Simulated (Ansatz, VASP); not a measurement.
**Two plane-wave programs on PbS**

The input INCAR:

```
PREC = Accurate ; ENCUT = 520
EDIFF = 1E-7 ; ISMEAR = -1
SIGMA = 0.05 ; LREAL = F
LASPH = T ; NELM = 60
ALGO = Normal ; ISIF = 2
LWAVE = F ; LCHARG = F
GGA = RE ; NBANDS = 17
```

File KPOINTS:

```
Automatic mesh
0
Gamma
  5 5 5
```

Contents of POSCAR:

```
PbS
1.0
    0.0000000000      2.9657500000      2.9657500000
    2.9657500000      0.0000000000      2.9657500000
    2.9657500000      2.9657500000      0.0000000000
Pb S
1 1
Direct
    0.0000000000      0.0000000000      0.0000000000
    0.5000000000      0.5000000000      0.5000000000
```

Contents of input.yaml:

```yaml
crystal:
  lattice:
    - [0.0, 2.96575, 2.96575]
    - [2.96575, 0.0, 2.96575]
    - [2.96575, 2.96575, 0.0]
  atoms:
    - { symbol: Pb, position: [0.0, 0.0, 0.0] }
    - { symbol: S, position: [0.5, 0.5, 0.5] }
hamiltonian:
  xc: revpbe
  pseudopotentials: { kind: paw }
kpoints:
  mp_grid: { grid: [5, 5, 5] }
  band_path:
    path:
      - [[0.0, 0.0, 0.0], [0.5, 0.0, 0.5], [0.5, 0.25, 0.75], [0.375, 0.375, 0.75], [0.0, 0.0, 0.0], [0.5, 0.5, 0.5], [0.625, 0.25, 0.625], [0.5, 0.25, 0.75], [0.5, 0.5, 0.5], [0.375, 0.375, 0.75]]
      - [[0.625, 0.25, 0.625], [0.5, 0.0, 0.5]]
    npoints: 14
scf:
  occupations: { method: fermi_dirac, width: 0.05 }
  n_extra_bands: 6
output:
  forces: true
  stress: true
  eigenvalues: true
  fatbands: true
```

Alike in both runs: functional revPBE; k mesh 5 × 5 × 5; occupations fermi-dirac, width 0.05 eV; no spin polarisation.

|  | VASP | Ansatz |
| --- | --- | --- |
| version | VASP 6.6.1 | Ansatz 0.2.0 |
| potentials or method | VASP PAW PBE potentials, release 64 (Pb_d, S) | Ansatz PAW |
| plane-wave cutoff (eV) | 520 | 420 |
| valence electrons in the cell | 20 | 20 |
| task | single point | band structure |

|  | VASP | Ansatz | Ansatz less VASP |
| --- | --- | --- | --- |
| pressure (GPa) | 3.4 | 3.5 | +0.08 |

VASP's potentials were made for PBE, not for revPBE.

Neither program's run includes spin-orbit coupling.
